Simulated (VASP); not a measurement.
**SiC (rocksalt type): single point with PBE**

SiC (rocksalt type):

```xyz
2
Lattice="0.0000 1.8827 1.8827 1.8827 0.0000 1.8827 1.8827 1.8827 0.0000" Properties=species:S:1:pos:R:3 pbc="T T T"
Si    0.0000    0.0000    0.0000
C     1.8827    1.8827    1.8827
```

This cell differs from its parent crystal: volume scaled by 0.8.

```json
{
  "Program": "VASP 6.6.1",
  "Task": "single point",
  "Functional": "PBE",
  "Potentials or basis": "VASP PAW PBE potentials, release 64 (Si, C)",
  "Cutoff": "520 eV",
  "k mesh": "17 × 17 × 17",
  "Occupations": "fermi-dirac, width 0.05 eV",
  "Spin": "no spin polarisation",
  "Dipole correction": "no",
  "Further INCAR settings": "ALGO = Normal; EDIFF = 1e-07; NBANDS = 11"
}
```

- Pressure: 89.9 GPa
- Band gap on the k mesh: 0.71 eV, indirect (least direct gap 5.92 eV)

Levels at points of the mesh, in eV from the valence-band top:
| k point | band 1 | band 2 | band 3 | band 4 | band 5 | band 6 | band 7 | band 8 |
| --- | --- | --- | --- | --- | --- | --- | --- | --- |
| (0.00, 0.00, 0.00) | -21.20 | 0.00 | 0.00 | 0.00 | 8.98 | 8.98 | 8.98 | 11.78 |

It took 23 s on 1 thread of Intel(R) Xeon(R) Platinum 8259CL CPU @ 2.50GHz (Skylake/Cascade Lake), on a shared host, peak memory 0.13 GiB.

 A k mesh can miss the band edges.
